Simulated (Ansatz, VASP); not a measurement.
## One calculation of MgZnO4, two programs

```
Mg Zn O
1.0
     2.89283    0.00000    0.00000
     0.00000    2.89283    0.00000
     0.00000    0.00000    8.76365
Mg Zn O
1 1 4
Direct
  0.00000 0.00000 0.00000
  0.50000 0.50000 0.50000
  0.00000 0.00000 0.59163
  0.50000 0.50000 0.08897
  0.50000 0.50000 0.91103
  0.00000 0.00000 0.40837
```

Change from the starting cell: species swapped into the PrDyC4 type (P4/mmm, No. 123).

Alike in both runs: functional PBE; k mesh 6 × 6 × 4; occupations gaussian, width 0.1 eV; no spin polarisation.

Ansatz relaxed the structure, and its values are those at the end. VASP's run is a single point on that final structure, the one shown.

|  | VASP | Ansatz |
| --- | --- | --- |
| version | VASP 6.6.1 | Ansatz 0.2.0 |
| potentials or method | VASP PAW PBE potentials, release 64 (Mg_sv, Zn, O), cutoff 750 eV | scalar-relativistic, plane waves, PAW |
| valence electrons in the cell | 46 | 46 |

|  | VASP | Ansatz | Ansatz less VASP |
| --- | --- | --- | --- |
| gap on the k mesh at the Fermi level (eV) | 0.87 | 0.89 | +0.019 |
| least direct gap on the mesh (eV) | 1.13 | 1.15 | +0.023 |
| pressure (GPa) | 0.5 | 0.1 | -0.38 |
| rms of the force components (eV/Å) | 0.067 | 0.007 | -0.0595 |
